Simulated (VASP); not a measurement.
Write the native input for VASP 6.6.1 that does the following.

| Quantity | Value |
| --- | --- |
| Task | single point |
| Functional | PBE |
| Potentials or basis | VASP PAW PBE potentials, release 64 (Fe) |
| Cutoff | 520 eV |
| k mesh | 22 × 22 × 22 |
| Occupations | gaussian, width 0.05 eV |
| Spin | no spin polarisation |
| Dipole correction | no |
| Further INCAR settings | ALGO = Fast; EDIFF = 1e-06; NBANDS = 10 |

The structure of Fe lies in POSCAR:

```
Fe
1.0
   -1.3789566335      1.3789566335      1.3789566335
    1.3789566335     -1.3789566335      1.3789566335
    1.3789566335      1.3789566335     -1.3789566335
Fe
1
Direct
    0.0000000000      0.0000000000      0.0000000000
```

These files were run (other wordings do the same):

INCAR

```
PREC = Accurate
ENCUT = 520
EDIFF = 1E-6
ISMEAR = 0
SIGMA = 0.05
LREAL = F
LASPH = T
NELM = 80
ALGO = Fast
ISIF = 2
LWAVE = F
LCHARG = F
GGA = PE
NBANDS = 10
```

KPOINTS

```
regular mesh
0
Gamma
  22 22 22
```

Potentials or basis: VASP PAW PBE potentials, release 64 (Fe).

Run with:

```bash
$ cat potpaw_PBE.64/Fe/POTCAR > POTCAR
$ mpirun -np 1 vasp_std > vasp.out
```

It gave:

The pressure is -0.5 GPa and the band gap on the k mesh is zero (band 4 reaches 7.76 eV, above the bottom of band 5 at 5.66 eV).

Caveat: the run has no spin polarisation, though such a crystal can be magnetic.

It took 25 s on 1 thread of AMD EPYC 7R13 Processor (Zen 3), on a shared host, peak memory 0.12 GiB.
